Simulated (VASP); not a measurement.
# Si10H4Cl in VASP: notebook

The runs below take Si10H4Cl through single point, with PBE.

Program: VASP 6.6.1. These are calculated values, not measurements. Logs are shortened: lines on timing, memory, paths and dates and some standing lists are left out, and cuts for length are marked.

## (1) The cell of the first run

The cell holds a slab with vacuum, 30 atoms: a = 7.679 Å, b = 7.679 Å, c = 17.256 Å, α = 90.00°, β = 90.00°, γ = 90.00°.

## (2) Single point, PBE

Contents of INCAR:

```
SYSTEM = Si10H4Cl
PREC = Accurate
ENCUT = 520
EDIFF = 1E-6
ISMEAR = -1
SIGMA = 0.05
LREAL = Auto
LASPH = .TRUE.
NELM = 80
ALGO = Normal
ISIF = 2
LWAVE = .FALSE.
LCHARG = .TRUE.
GGA = PE
LELF = .TRUE.
LVHAR = .TRUE.
NBANDS = 72
```

Contents of KPOINTS:

```
Automatic mesh
0
G
  2 2 1
  0 0 0
```

Contents of POSCAR:

```
Si10H4Cl
1.0
    7.6791800000      0.0000000000      0.0000000000
    0.0000000000      7.6791800000      0.0000000000
    0.0000000000      0.0000000000     17.2555000000
H Si Cl
8 20 2
Direct
    0.4093926695      0.0000000000      0.0579525369
    0.0906086327      0.0000000000      0.0579525369
    0.9093939718      0.0000000000      0.0579525369
    0.5906099349      0.0000000000      0.0579525369
    0.4093926695      0.5000013022      0.0579525369
    0.0906086327      0.5000013022      0.0579525369
    0.9093939718      0.5000013022      0.0579525369
    0.5906099349      0.5000013022      0.0579525369
    0.2500006511      0.0000000000      0.1081104575
    0.7500019533      0.0000000000      0.1081104575
    0.2500006511      0.5000013022      0.1081104575
    0.7500019533      0.5000013022      0.1081104575
    0.2468492730      0.2637781638      0.1814088262
    0.7481267531      0.2515242513      0.1931384196
    0.2317434934      0.7542602205      0.1857089044
    0.7508614201      0.7544034650      0.1917011967
   -0.0089202233      0.2405855834      0.2739648228
    0.4870702341      0.2765269208      0.2690910145
   -0.0039848005      0.7781950677      0.2758077135
    0.4763920106      0.7397534633      0.2615745704
    0.0220466248      0.0284405366      0.3787546000
    0.4593068531      0.0081519121      0.3410738605
   -0.0160824463      0.5054966806      0.3565529831
    0.4567024083      0.5295226834      0.3601286546
    0.2599756745      0.0546803174      0.4510503897
    0.7291012843      0.0662570743      0.4143548434
    0.2362361606      0.3507405739      0.3904899887
    0.7211707500      0.4147317813      0.4146619918
    0.7314973734     -0.0424784938      0.5305960418
    0.6660997659      0.5105362812      0.5474370491
```

Potentials or basis: VASP PAW PBE potentials, release 64 (H, Si, Cl).

Command:

```
> cat potpaw_PBE.64/H/POTCAR potpaw_PBE.64/Si/POTCAR potpaw_PBE.64/Cl/POTCAR > POTCAR
> mpirun -np 1 vasp_std > vasp.out
```

OUTCAR:

```text
SYSTEM = Si10H4Cl
   PREC = Accurate
   ENCUT = 520
   EDIFF = 1E-6
   ISMEAR = -1
   LREAL = Auto
   LASPH = .TRUE.
   NELM = 80
   ISIF = 2
   GGA = PE

 ion  position               nearest neighbor table
   1  0.409  0.000  0.058-   9 1.50
   2  0.091  0.000  0.058-   9 1.50
   3  0.909  0.000  0.058-  10 1.50
   4  0.591  0.000  0.058-  10 1.50
   5  0.409  0.500  0.058-  11 1.50
   6  0.091  0.500  0.058-  11 1.50
   7  0.909  0.500  0.058-  12 1.50
   8  0.591  0.500  0.058-  12 1.50
   9  0.250  0.000  0.108-   1 1.50   2 1.50  15 2.32  13 2.39
  10  0.750  0.000  0.108-   4 1.50   3 1.50  16 2.37  14 2.43
  11  0.250  0.500  0.108-   5 1.50   6 1.50  13 2.21  15 2.37
  12  0.750  0.500  0.108-   8 1.50   7 1.50  14 2.41  16 2.43
  13  0.247  0.264  0.181-  11 2.21  18 2.39   9 2.39  17 2.54
  14  0.748  0.252  0.193-  17 2.33  18 2.40  12 2.41  10 2.43
  15  0.232  0.754  0.186-  20 2.29   9 2.32  11 2.37  19 2.39
  16  0.751  0.754  0.192-  10 2.37  19 2.38  12 2.43  20 2.43
  17  0.991  0.241  0.274-  14 2.33  21 2.45  23 2.48  13 2.54  27 2.88
  18  0.487  0.277  0.269-  13 2.39  14 2.40  22 2.42  24 2.51  27 2.90
  19  0.996  0.778  0.276-  16 2.38  15 2.39  23 2.52  21 2.62
  20  0.476  0.740  0.262-  15 2.29  24 2.35  16 2.43  22 2.48
  21  0.022  0.028  0.379-  25 2.22  26 2.35  17 2.45  19 2.62  27 2.98
  22  0.459  0.008  0.341-  18 2.42  25 2.46  26 2.47  20 2.48
  23  0.984  0.505  0.357-  27 2.35  28 2.36  17 2.48  19 2.52
  24  0.457  0.530  0.360-  27 2.24  20 2.35  28 2.41  18 2.51
  25  0.260  0.055  0.451-  21 2.22  22 2.46  27 2.51
  26  0.729  0.066  0.414-  29 2.17  21 2.35  22 2.47  28 2.68
  27  0.236  0.351  0.390-  24 2.24  23 2.35  25 2.51  17 2.88  18 2.90  21 2.98
  28  0.721  0.415  0.415-  23 2.36  24 2.41  30 2.44  26 2.68
  29  0.731  0.958  0.531-  26 2.17
  30  0.666  0.511  0.547-  28 2.44

  LATTYP: Found a simple tetragonal cell.
 ALAT       =     7.6791800000
 C/A-ratio  =     2.2470498152

  Lattice vectors:

 A1 = (   7.6791800000,   0.0000000000,   0.0000000000)
 A2 = (   0.0000000000,   7.6791800000,   0.0000000000)
 A3 = (   0.0000000000,   0.0000000000,  17.2555000000)

Analysis of symmetry for initial positions (statically):
=====================================================================
 Subroutine PRICEL returns:
 Original cell was already a primitive cell.

 Routine SETGRP: Setting up the symmetry group for a
 simple tetragonal supercell.

 Subroutine GETGRP returns: Found  1 space group operations
 (whereof  1 operations were pure point group operations)
 out of a pool of 16 trial point group operations.

The static configuration has the point symmetry C_1 .

Analysis of symmetry for dynamics (positions and initial velocities):
=====================================================================
 Subroutine PRICEL returns:
 Original cell was already a primitive cell.

 Routine SETGRP: Setting up the symmetry group for a
 simple tetragonal supercell.

 Subroutine GETGRP returns: Found  1 space group operations
 (whereof  1 operations were pure point group operations)
 out of a pool of 16 trial point group operations.

The dynamic configuration has the point symmetry C_1 .

 Subroutine INISYM returns: Found  1 space group operations
 (whereof  1 operations are pure point group operations),
 and found     1 'primitive' translations

----------------------------------------------------------------------------------------

                                     Primitive cell

  volume of cell :    1017.5535

  direct lattice vectors                    reciprocal lattice vectors
     7.679180000  0.000000000  0.000000000     0.130222237  0.000000000  0.000000000
     0.000000000  7.679180000  0.000000000     0.000000000  0.130222237  0.000000000
     0.000000000  0.000000000 17.255500000     0.000000000  0.000000000  0.057952537

  length of vectors
     7.679180000  7.679180000 17.255500000     0.130222237  0.130222237  0.057952537

  position of ions in fractional coordinates (direct lattice)
[... 50 lines left out ...]
 non-spin polarized calculation
  energy-cutoff  :      520.00
  volume of cell :     1017.55
 maximum number of plane-waves:     27424
 NGX is ok and might be reduce to    60
   NGX = 29   NGY = 29   NGZ = 65

 number of electron     102.0000005 magnetization

 Free energy of the ion-electron system (eV)
  ---------------------------------------------------
  ext. energy  EPLUGINS =         0.00000000
  ---------------------------------------------------
  free energy    TOTEN  =      -133.90721925 eV

  energy without entropy =     -133.90619564  energy(sigma->0) =     -133.90670745

 E-fermi :  -0.4079     XC(G=0):  -5.2717

 val. band max:       -0.7393006539   @ k =   0.5000   0.0000   0.0000
 cond. band min:      -0.0976365818   @ k =   0.0000   0.0000   0.0000
 fundamental gap:      0.6416640720
 Fermi energy:        -0.4078897541

 k-point     1 :       0.0000    0.0000    0.0000
  band No.  band energies     occupation
      1     -15.5030      2.00000
      2     -14.4765      2.00000
      3     -11.8915      2.00000
      4     -10.9391      2.00000
      5     -10.1009      2.00000
      6      -9.9714      2.00000
[... 55 lines left out ...]
     62       1.8949      0.00000
     63       2.2200      0.00000

 k-point     2 :       0.5000    0.0000    0.0000
  band No.  band energies     occupation
      1     -15.5025      2.00000
      2     -14.4761      2.00000
      3     -11.5533      2.00000
      4     -11.1130      2.00000
      5     -10.6450      2.00000
      6     -10.1914      2.00000
[... 55 lines left out ...]
     62       2.1517      0.00000
     63       2.2663      0.00000

 k-point     3 :       0.0000    0.5000    0.0000
  band No.  band energies     occupation
      1     -15.4996      2.00000
      2     -14.4822      2.00000
      3     -11.6269      2.00000
      4     -11.1256      2.00000
      5     -10.5032      2.00000
      6     -10.0309      2.00000
[... 55 lines left out ...]
     62       2.2060      0.00000
     63       2.4668      0.00000

 k-point     4 :       0.5000    0.5000    0.0000
  band No.  band energies     occupation
      1     -15.4991      2.00000
      2     -14.4818      2.00000
      3     -11.3095      2.00000
      4     -10.8443      2.00000
      5     -10.6798      2.00000
      6     -10.4290      2.00000
[... 55 lines left out ...]
     62       2.7715      0.00000
     63       2.8996      0.00000
 [bands above 63 left out]

------------------------ aborting loop because EDIFF is reached ----------------------------------------

  FORCE on cell =-STRESS in cart. coord.  units (eV):
  Direction    XX          YY          ZZ          XY          YZ          ZX
  --------------------------------------------------------------------------------------
  -------------------------------------------------------------------------------------
  Total       14.0188931     -7.1033774    -15.3830722      2.3099480     -4.0609505      4.8234801
  in kB       22.0732897    -11.1845426    -24.2212424      3.6371025     -6.3941237      7.5947561
  external PRESSURE =      -4.4441651 kB  Pullay stress =       0.0000000 kB

 VOLUME and BASIS-vectors are now :
 -----------------------------------------------------------------------------
  energy-cutoff  :      520.00
  volume of cell :     1017.55
      direct lattice vectors                 reciprocal lattice vectors
     7.679180000  0.000000000  0.000000000     0.130222237  0.000000000  0.000000000
     0.000000000  7.679180000  0.000000000     0.000000000  0.130222237  0.000000000
     0.000000000  0.000000000 17.255500000     0.000000000  0.000000000  0.057952537

 POSITION                                       TOTAL-FORCE (eV/Angst)
 -----------------------------------------------------------------------------------
      3.14380      0.00000      1.00000        -0.607795     -0.115962      0.015427
      0.69580      0.00000      1.00000         0.639859      0.008177     -0.060029
      6.98340      0.00000      1.00000        -0.564081      0.017096      0.095493
      4.53540      0.00000      1.00000         0.628632     -0.007977      0.010149
      3.14380      3.83960      1.00000        -0.570969      0.100324      0.055272
      0.69580      3.83960      1.00000         0.666808     -0.002767     -0.154720
[... 22 lines left out ...]
      5.61730      7.35298      9.15570        -0.207125      0.627661     -0.954512
      5.11510      3.92050      9.44630         0.528872     -0.783844     -1.977042
 -----------------------------------------------------------------------------------
    total drift:                               -0.000104      0.007753      0.022156

  FREE ENERGIE OF THE ION-ELECTRON SYSTEM (eV)
  ---------------------------------------------------
  free  energy   TOTEN  =      -133.9072192549 eV

  energy  without entropy=     -133.9061956427  energy(sigma->0) =     -133.90670745
```

It took 12 min on 1 thread of AMD EPYC 7R43 (Zen 3), shared host; peak memory 0.89 GiB.

What came out:

```yaml
Free_energy: -133.9072 eV
Largest_force: 3.560 eV/Å
Band_gap_on_the_k_mesh: 0.64 eV, indirect (least direct gap 0.69 eV)
```

Forces in eV/Å, atoms in the order of the input:
```
H   -0.608 -0.116  0.015
H    0.640  0.008 -0.060
H   -0.564  0.017  0.095
H    0.629 -0.008  0.010
H   -0.571  0.100  0.055
H    0.667 -0.003 -0.155
H   -0.607  0.018  0.014
H    0.592  0.049  0.077
Si  -0.064  0.674 -0.044
Si  -0.283  0.289  0.718
Si  -0.639  1.241 -0.826
Si   0.326  0.026  0.803
Si  -0.405 -1.589  1.742
Si  -0.434  0.166 -0.620
Si  -0.213 -0.439  0.143
Si  -0.471 -0.355 -0.123
Si   0.893  0.371 -0.284
Si   0.000 -0.697 -0.337
Si   0.066 -0.370  1.084
Si   0.703  1.266  0.753
Si  -1.768 -0.743 -2.999
Si   0.755  0.241  0.177
Si  -0.010  0.151 -0.694
Si   1.617 -0.561 -0.656
Si   1.355  0.970  0.320
Si  -0.222  0.489  0.964
Si  -0.973 -0.685  0.838
Si  -0.734 -0.354  1.920
Cl  -0.207  0.628 -0.955
Cl   0.529 -0.784 -1.977
```

Levels at points of the mesh, in eV from the valence-band top:
```
           k point  band 48  band 49  band 50  band 51  band 52  band 53  band 54  band 55
(0.00, 0.00, 0.00)    -0.36    -0.31    -0.14    -0.05     0.64     1.32     1.35     1.57
(0.50, 0.00, 0.00)    -0.70    -0.28    -0.25     0.00     1.23     1.81     2.00     2.15
(0.00, 0.50, 0.00)    -0.54    -0.36    -0.16    -0.04     0.70     1.47     1.68     1.91
(0.50, 0.50, 0.00)    -0.92    -0.70    -0.26    -0.22     1.49     1.66     1.95     2.13
```

## (3) Single point, PBE

Contents of INCAR:

```
  PREC = Accurate
  ENCUT = 520
  EDIFF = 1E-6
  ISMEAR = -1
  SIGMA = 0.05
  LREAL = Auto
  LASPH = T
  NELM = 80
  ALGO = Normal
  ISIF = 2
  LWAVE = F
  LCHARG = F
  GGA = PE
  NBANDS = 72
```

Contents of KPOINTS:

```
Automatic mesh
0
Gamma
  2 2 1
```

Contents of POSCAR:

```
Si10H4Cl
1.0
    7.6791800000      0.0000000000      0.0000000000
    0.0000000000      7.6791800000      0.0000000000
    0.0000000000      0.0000000000     17.2555000000
H Si Cl
8 20 2
Direct
    0.4093926695      0.0000000000      0.0579525369
    0.0906086327      0.0000000000      0.0579525369
    0.9093939718      0.0000000000      0.0579525369
    0.5906099349      0.0000000000      0.0579525369
    0.4093926695      0.5000013022      0.0579525369
    0.0906086327      0.5000013022      0.0579525369
    0.9093939718      0.5000013022      0.0579525369
    0.5906099349      0.5000013022      0.0579525369
    0.2500006511      0.0000000000      0.1081104575
    0.7500019533      0.0000000000      0.1081104575
    0.2500006511      0.5000013022      0.1081104575
    0.7500019533      0.5000013022      0.1081104575
    0.2337489159      0.2403121167      0.1929819478
    0.7305207066      0.2526050959      0.1921184550
    0.2182524697      0.7425271969      0.2004288488
    0.7594951544      0.7506530645      0.1861667294
   -0.0151839129      0.2679062087      0.2684419460
    0.4709617433      0.2685182533      0.2782301295
    0.0115767569      0.7740019117      0.2980383066
    0.4877994786      0.7808776458      0.2556692069
    0.0005599556      0.0430254272      0.3621454029
    0.4751548994      0.0129831571      0.3428356176
   -0.0531176506      0.5094814811      0.3580249775
    0.4486807185      0.5223995270      0.3608472661
    0.2460939840      0.0757763199      0.4494798760
    0.7193476387      0.0806205871      0.4163773869
    0.1810089098      0.3592050193      0.4103561183
    0.6905815465      0.3971387570      0.4342267683
    0.7185923497     -0.0877828101      0.5112514850
    0.6610862097      0.4418961400      0.5440468256
```

Potentials or basis: VASP PAW PBE potentials, release 64 (H, Si, Cl).

Command:

```
> cat potpaw_PBE.64/H/POTCAR potpaw_PBE.64/Si/POTCAR potpaw_PBE.64/Cl/POTCAR > POTCAR
> mpirun -np 1 vasp_std > vasp.out
```

Wall time 12 min (1 thread of AMD EPYC 7R43 (Zen 3), shared host); peak memory 0.9 GiB.

Results (log left out):

```
Free energy            : -133.9590 eV
Largest force          : 3.562 eV/Å
Band gap on the k mesh : 0.55 eV, indirect (least direct gap 0.66 eV)
```

Forces on the atoms (eV/Å):
```
H   -0.500 -0.093  0.218
H    0.655  0.065 -0.090
H   -0.591  0.161  0.006
H    0.624 -0.074 -0.047
H   -0.526  0.246  0.170
H    0.673  0.082 -0.079
H   -0.598 -0.044  0.025
H    0.605  0.183 -0.027
Si  -0.903 -0.668  1.121
Si   0.014  0.433  0.524
Si  -0.789 -0.563  1.298
Si   0.015 -0.445  0.442
Si   0.624  1.277 -1.013
Si  -0.339  0.223 -0.239
Si   1.018  0.364 -1.821
Si   0.009  0.311  1.140
Si  -0.426 -0.263 -0.058
Si   0.517  0.550 -1.222
Si  -1.324 -0.126 -1.315
Si   0.374 -1.236  1.272
Si  -0.067  0.217  0.184
Si  -0.335  0.236  0.939
Si  -0.538 -0.783  0.691
Si  -0.045 -0.636 -0.443
Si  -0.062 -0.437 -0.402
Si   0.505 -0.049 -0.315
Si   1.435  0.528 -0.741
Si  -0.022 -0.226 -3.555
Cl  -0.035  0.129  0.474
Cl   0.034  0.636  2.861
```

Levels at points of the mesh, in eV from the valence-band top:
```
           k point  band 47  band 48  band 49  band 50  band 51  band 52  band 53  band 54  band 55  band 56
(0.00, 0.00, 0.00)    -0.64    -0.57    -0.33    -0.16    -0.12     0.55     0.90     1.26     1.37     1.64
(0.50, 0.00, 0.00)    -1.05    -0.93    -0.58    -0.42    -0.09     0.86     1.41     1.70     1.85     1.99
(0.00, 0.50, 0.00)    -1.17    -0.89    -0.44    -0.27     0.00     0.68     1.26     1.48     1.74     1.93
(0.50, 0.50, 0.00)    -1.28    -1.22    -0.99    -0.90    -0.24     1.02     1.40     1.86     1.99     2.11
```

## (4) Single point, PBE

Contents of INCAR:

```
ALGO = Normal
EDIFF = 1E-6
ENCUT = 520
GGA = PE
ISIF = 2
ISMEAR = -1
LASPH = True
LCHARG = False
LREAL = Auto
LWAVE = False
NBANDS = 72
NELM = 60
PREC = Accurate
SIGMA = 0.05
```

Contents of KPOINTS:

```
k-points
0
Gamma
  2 2 1
```

Contents of POSCAR:

```
Si10H4Cl
1.0
    7.6791800000      0.0000000000      0.0000000000
    0.0000000000      7.6791800000      0.0000000000
    0.0000000000      0.0000000000     17.2555000000
H Si Cl
8 20 2
Direct
    0.4093926695      0.0000000000      0.0579525369
    0.0906086327      0.0000000000      0.0579525369
    0.9093939718      0.0000000000      0.0579525369
    0.5906099349      0.0000000000      0.0579525369
    0.4093926695      0.5000013022      0.0579525369
    0.0906086327      0.5000013022      0.0579525369
    0.9093939718      0.5000013022      0.0579525369
    0.5906099349      0.5000013022      0.0579525369
    0.2500006511      0.0000000000      0.1081104575
    0.7500019533      0.0000000000      0.1081104575
    0.2500006511      0.5000013022      0.1081104575
    0.7500019533      0.5000013022      0.1081104575
    0.2221721590      0.2611997635      0.1796644548
    0.7106487932      0.2472399397      0.1799310365
    0.2666560753      0.7584403543      0.1876619049
    0.7574897320      0.7611099102      0.2028512648
   -0.0458252053      0.2660700752      0.2573440352
    0.4705710766      0.2218986923      0.2587291009
   -0.0003906667      0.7548071539      0.2769667642
    0.4917452124      0.7288408398      0.2851844339
   -0.0207183579      0.0256277363      0.3475703399
    0.4702976099      0.0053521340      0.3607023847
   -0.0809591649      0.4914326790      0.3678769088
    0.4067752026      0.4769389440      0.3491292631
    0.2316262934      0.0716743194      0.4214366434
    0.7251946171      0.0616602293      0.4188577555
    0.1686768639      0.3745582211      0.4217264061
    0.6645891879      0.3795066661      0.4348062936
    0.7155321271     -0.1321885931      0.4983280693
    0.6493531861      0.3865777336      0.5580481586
```

Command:

```
> cat potpaw_PBE.64/H/POTCAR potpaw_PBE.64/Si/POTCAR potpaw_PBE.64/Cl/POTCAR > POTCAR
> mpirun -np 1 vasp_std > vasp.out
```

It took 14 min on 1 thread of AMD EPYC 7R43 (Zen 3), shared host; peak memory 0.9 GiB.

Results (log left out):

* Free energy: -133.4610 eV
* Largest force: 3.123 eV/Å
* Band gap on the k mesh: 0.17 eV, indirect (least direct gap 0.31 eV)

Forces in eV/Å, atoms in the order of the input:
```
H   -0.525  0.099  0.042
H    0.647 -0.372 -0.130
H   -0.529 -0.045  0.123
H    0.616 -0.357 -0.102
H   -0.550 -0.086 -0.005
H    0.627  0.204 -0.080
H   -0.560 -0.062  0.106
H    0.632  0.396 -0.156
Si  -0.468  0.694 -0.150
Si  -0.312 -0.519  0.369
Si   0.088  1.427 -0.492
Si  -0.495  0.817  0.695
Si  -0.216 -1.374  1.378
Si   0.536  0.518 -0.131
Si  -0.781 -1.117  1.147
Si  -1.329 -0.990 -1.318
Si   0.649 -0.273  1.132
Si  -0.833  0.889  1.028
Si   0.781 -0.131  0.924
Si   0.001  1.500 -0.522
Si   0.385 -0.066 -0.863
Si   0.857 -0.846 -2.882
Si   0.219  0.156 -1.211
Si   1.482 -1.531  0.509
Si  -2.199  1.059  1.302
Si   0.409  1.278 -0.555
Si   0.937 -0.737 -0.714
Si  -0.306 -0.320 -0.372
Cl   0.159 -0.605  1.411
Cl   0.077  0.393 -0.482
```

Levels at points of the mesh, in eV from the valence-band top:
| k point | band 49 | band 50 | band 51 | band 52 | band 53 | band 54 |
| --- | --- | --- | --- | --- | --- | --- |
| (0.00, 0.00, 0.00) | -0.62 | -0.55 | -0.14 | 0.17 | 0.73 | 1.00 |
| (0.50, 0.00, 0.00) | -0.63 | -0.44 | -0.22 | 0.35 | 1.34 | 1.43 |
| (0.00, 0.50, 0.00) | -0.76 | -0.65 | 0.00 | 0.37 | 1.05 | 1.14 |
| (0.50, 0.50, 0.00) | -1.35 | -1.00 | -0.05 | 0.56 | 1.42 | 1.58 |
